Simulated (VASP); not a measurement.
# PtPb (P6_3/mmc) in VASP: further runs, part 3 of 3

VASP 6.6.1. Earlier steps stand in the parts before.

**4. Electric field gradients, LDA (21.12 Å³/atom)**

This run uses another cell than the first one, of 21.12 Å³/atom.

The input, INCAR:

```
SYSTEM = PtPb
  ALGO = Normal
  EDIFF = 1E-8
  ENCUT = 430
  GGA = CA
  GGA_COMPAT = .False.
  ISIF = 2
  ISMEAR = -1
  LASPH = .True.
  LCHARG = .False.
  LEFG = .True.
  LREAL = .False.
  LWAVE = .False.
  NBANDS = 40
  NELM = 120
  PREC = Accurate
  SIGMA = 0.05
```

The input, KPOINTS:

```
k-points
0
Gamma
  10 10 7
  0 0 0
```

The input, POSCAR:

```
PtPb
1.0
    4.2357867248      0.0000000000      0.0000000000
   -2.1178933624      3.6682989087      0.0000000000
    0.0000000000      0.0000000000      5.4377523721
Pt Pb
2 2
Direct
    0.3333333333      0.6666666667      0.2500000000
    0.6666666667      0.3333333333      0.7500000000
    0.0000000000      0.0000000000      0.0000000000
    0.0000000000      0.0000000000      0.5000000000
```

Potentials or basis: VASP PAW LDA potentials, release 64 (Pt_sv_GW, Pb_d).

Command:

```sh
$ cat potpaw_LDA.64/Pt_sv_GW/POTCAR potpaw_LDA.64/Pb_d/POTCAR > POTCAR
$ mpirun -np 1 vasp_std > vasp.out
```

OUTCAR:

```text
SYSTEM = PtPb
   EDIFF = 1E-8
   ENCUT = 430
   GGA = CA
   ISIF = 2
   ISMEAR = -1
   LASPH = .True.
   LREAL = .False.
   NELM = 120
   PREC = Accurate

 ion  position               nearest neighbor table
   1  0.333  0.667  0.250-   3 2.80   4 2.80   3 2.80   4 2.80   3 2.80   4 2.80
   2  0.667  0.333  0.750-   3 2.80   4 2.80   3 2.80   4 2.80   3 2.80   4 2.80
   3  0.000  0.000  0.000-   4 2.72   4 2.72   1 2.80   2 2.80   2 2.80   1 2.80   2 2.80   1 2.80

   4  0.000  0.000  0.500-   3 2.72   3 2.72   1 2.80   2 2.80   2 2.80   1 2.80   2 2.80   1 2.80

  LATTYP: Found a hexagonal cell.
 ALAT       =     4.2357867248
 C/A-ratio  =     1.2837644399

  Lattice vectors:

 A1 = (   4.2357867248,   0.0000000000,   0.0000000000)
 A2 = (  -2.1178933624,   3.6682989087,   0.0000000000)
 A3 = (   0.0000000000,   0.0000000000,   5.4377523721)

Analysis of symmetry for initial positions (statically):
=====================================================================
 Subroutine PRICEL returns:
 Original cell was already a primitive cell.

 Routine SETGRP: Setting up the symmetry group for a
 hexagonal supercell.

 Subroutine GETGRP returns: Found 24 space group operations
 (whereof 12 operations were pure point group operations)
 out of a pool of 24 trial point group operations.

The static configuration has the point symmetry D_3d.
 The point group associated with its full space group is D_6h.

Analysis of symmetry for dynamics (positions and initial velocities):
=====================================================================
 Subroutine PRICEL returns:
 Original cell was already a primitive cell.

 Routine SETGRP: Setting up the symmetry group for a
 hexagonal supercell.

 Subroutine GETGRP returns: Found 24 space group operations
 (whereof 12 operations were pure point group operations)
 out of a pool of 24 trial point group operations.

The dynamic configuration has the point symmetry D_3d.
 The point group associated with its full space group is D_6h.

 Subroutine INISYM returns: Found 24 space group operations
 (whereof 12 operations are pure point group operations),
 and found     1 'primitive' translations

----------------------------------------------------------------------------------------

                                     Primitive cell

  volume of cell :      84.4925

  direct lattice vectors                    reciprocal lattice vectors
     4.235786725  0.000000000  0.000000000     0.236083652  0.136302960  0.000000000
    -2.117893362  3.668298909  0.000000000     0.000000000  0.272605920  0.000000000
     0.000000000  0.000000000  5.437752372     0.000000000  0.000000000  0.183899511

  length of vectors
     4.235786725  4.235786725  5.437752372     0.272605920  0.272605920  0.183899511

  position of ions in fractional coordinates (direct lattice)
     0.333333333  0.666666667  0.250000000
     0.666666667  0.333333333  0.750000000
     0.000000000  0.000000000  0.000000000
     0.000000000  0.000000000  0.500000000

  ion indices of the primitive-cell ions
[... 86 lines left out ...]
   TEBEG  =    0.0;   TEEND  =   0.0 temperature during run
   PSTRESS=    0.0 pullay stress
   NELECT =      64.0000    total number of electrons
   NUPDOWN=      -1.0000    fix difference up-down
   EMIN   =  10.00;   EMAX   =-10.00  energy-range for DOS
   EFERMI =   0.00;   METHOD = LEGACY
   ISMEAR =    -1;   SIGMA  =   0.05  broadening in eV -4-tet -1-fermi 0-gaus
   EFERMI_NEDOS =   21; number of points for ismear=-14 and -15
   IALGO  =     38    algorithm
   IMIX   =      4    mixing-type and parameters
     AMIX     =   0.40;   BMIX     =  1.00
     AMIX_MAG =   1.60;   BMIX_MAG =  1.00
  volume/ion in A,a.u.               =      21.12       142.55
  Fermi-wavevector in a.u.,A,eV,Ry     =   1.492320  2.820077 30.300450  2.227020
  Thomas-Fermi vector in A             =   2.604863
   LORBIT       =      0    0 simple, 1 ext, 2 COOP (PROOUT), +10 PAW based schemes
   GGA     = CA    functional components
   LHFCALC =     F    Hartree Fock is set to
   AEXX    =    0.0000 exact exchange contribution
   IVDW    =     0    specifies the selected vdW correction
   LEPSILON=     F    determine dielectric tensor
   LRPA    =     F    only Hartree local field effects (RPA)
 non-spin polarized calculation
  energy-cutoff  :      430.00
  volume of cell :       84.49
 maximum number of plane-waves:      1729
 NGX is ok and might be reduce to    30
   NGX = 15   NGY = 15   NGZ = 19

 number of electron      63.9999994 magnetization

 Free energy of the ion-electron system (eV)
  ---------------------------------------------------
  ext. energy  EPLUGINS =         0.00000000
  ---------------------------------------------------
  free energy    TOTEN  =       -21.24932627 eV

  energy without entropy =      -21.22957555  energy(sigma->0) =      -21.23945091

 E-fermi :   8.6686     XC(G=0): -12.1017

 val. band max:        8.6505278138   @ k =   0.3000   0.1000   0.1429
 cond. band min:       8.6729529654   @ k =   0.1000   0.1000   0.2857
 fundamental gap:      0.0224251516
 Fermi energy:         8.6686135046

 k-point     1 :       0.0000    0.0000    0.0000
  band No.  band energies     occupation
      1     -88.8654      2.00000
      2     -88.8649      2.00000
      3     -43.4457      2.00000
      4     -43.4457      2.00000
      5     -43.4410      2.00000
      6     -43.4410      2.00000
[... 1021 lines left out ...]
     39      16.1025      0.00000
     40      18.5678      0.00000

 [... further k-points ...]
[... 5 lines left out ...]
  --------------------------------------------------------------------------------------
  -------------------------------------------------------------------------------------
  Total       -1.1441392     -1.1441392     13.0115077     -0.0000000      0.0000000     -0.0000000
  in kB      -21.6955786    -21.6955786    246.7288746     -0.0000000      0.0000000     -0.0000000
  external PRESSURE =      67.7792391 kB  Pullay stress =       0.0000000 kB

 VOLUME and BASIS-vectors are now :
 -----------------------------------------------------------------------------
  energy-cutoff  :      430.00
  volume of cell :       84.49
      direct lattice vectors                 reciprocal lattice vectors
     4.235786725  0.000000000  0.000000000     0.236083652  0.136302960  0.000000000
    -2.117893362  3.668298909  0.000000000     0.000000000  0.272605920  0.000000000
     0.000000000  0.000000000  5.437752372     0.000000000  0.000000000  0.183899511

 POSITION                                       TOTAL-FORCE (eV/Angst)
 -----------------------------------------------------------------------------------
     -0.00000      2.44553      1.35944        -0.000000      0.000000      0.000000
      2.11789      1.22277      4.07831         0.000000     -0.000000      0.000000
      0.00000      0.00000      0.00000        -0.000000      0.000000      0.000000
      0.00000      0.00000      2.71888        -0.000000      0.000000      0.000000
 -----------------------------------------------------------------------------------
    total drift:                               -0.000001      0.000000      0.000000

  FREE ENERGIE OF THE ION-ELECTRON SYSTEM (eV)
  ---------------------------------------------------
  free  energy   TOTEN  =       -21.2493262702 eV

  energy  without entropy=      -21.2295755459  energy(sigma->0) =      -21.23945091

 Electric field gradients (V/A^2)
---------------------------------------------------------------------
 ion       V_xx      V_yy      V_zz      V_xy      V_xz      V_yz
---------------------------------------------------------------------
   1     -17.843   -17.843    35.687    -0.000     0.000    -0.000
   2     -17.843   -17.843    35.687    -0.000    -0.000     0.000
   3      -4.922    -4.924     9.845    -0.002    -0.000     0.000
   4      -4.922    -4.924     9.845    -0.002     0.000    -0.000
---------------------------------------------------------------------

 Electric field gradients after diagonalization (V/A^2)
 (convention: |V_zz| > |V_xx| > |V_yy|)
----------------------------------------------------------------------
 ion       V_xx      V_yy      V_zz     asymmetry (V_yy - V_xx)/ V_zz
----------------------------------------------------------------------
   1     -17.843   -17.843    35.687       0.000
   2     -17.843   -17.843    35.687       0.000
   3      -4.925    -4.921     9.845       0.000
   4      -4.925    -4.921     9.845       0.000
----------------------------------------------------------------------

           NMR quadrupolar parameters

 Cq : quadrupolar parameter    Cq=e*Q*V_zz/h
 eta: asymmetry parameters     (V_yy - V_xx)/ V_zz
 Q  : nuclear electric quadrupole moment in mb (millibarn)
----------------------------------------------------------------------
 ion       Cq(MHz)       eta       Q (mb)
----------------------------------------------------------------------
   1       0.086       0.000       1.000
   2       0.086       0.000       1.000
   3       0.024       0.000       1.000
   4       0.024       0.000       1.000
----------------------------------------------------------------------
```

Wall time 2.1 min (1 thread of AMD EPYC 7R13 (Zen 3), shared host); peak memory 0.21 GiB.

What came out:

| Quantity | Value |
| --- | --- |
| Free energy | -21.2493 eV |
| Pressure | 6.8 GPa |
| Band gap on the k mesh | zero (bands 32 and 33 overlap by 2.94 eV) |
| Largest electric field gradient by atom | Pt +35.7; Pb +9.8 V/Å² |

Electric field gradients, principal values (V/Å²):
```
atom    least   middle  greatest (by size)
1 Pt  -17.843  -17.843              35.687
2 Pt  -17.843  -17.843              35.687
3 Pb   -4.921   -4.925               9.845
4 Pb   -4.921   -4.925               9.845
```

Caveat: the stress differs along the axes, from -2 to 25 GPa; without QUAD_EFG the Cq values of the log hold for a quadrupole moment of 1 mb, not for the nuclei; spin-orbit coupling is left out, which moves the levels of the heavy elements.

**5. Summary**

```csv
cell,gap on the mesh (eV),pressure (GPa)
"a = 4.250, b = 4.250, c = 5.565 Å, angles 90.0, 90.0, 120.0°, 4 atoms",none,2.5
"a = 4.250, b = 4.250, c = 5.456 Å, angles 90.0, 90.0, 120.0°, 4 atoms",none,5.4
"a = 4.236, b = 4.236, c = 5.438 Å, angles 90.0, 90.0, 120.0°, 4 atoms",none,6.8
```

Alike in all rows: task electric field gradients; level LDA; potentials or basis VASP PAW LDA potentials, release 64 (Pt_sv_GW, Pb_d); no spin polarisation; k mesh 10 × 10 × 7; cutoff (eV) 430; smearing fermi-dirac 0.05 eV.

Caveats: spin-orbit coupling is left out, which moves the levels of the heavy elements; the stress differs along the axes, from -5 to 18 GPa (at least some runs); the stress differs along the axes, from -3 to 23 GPa (at least some runs); the stress differs along the axes, from -2 to 25 GPa (at least some runs).

Total energies depend on the potentials used, so only differences within one code and one set of settings carry meaning.

The gap in the log of VASP goes by the Fermi energy; the results here count the filled bands.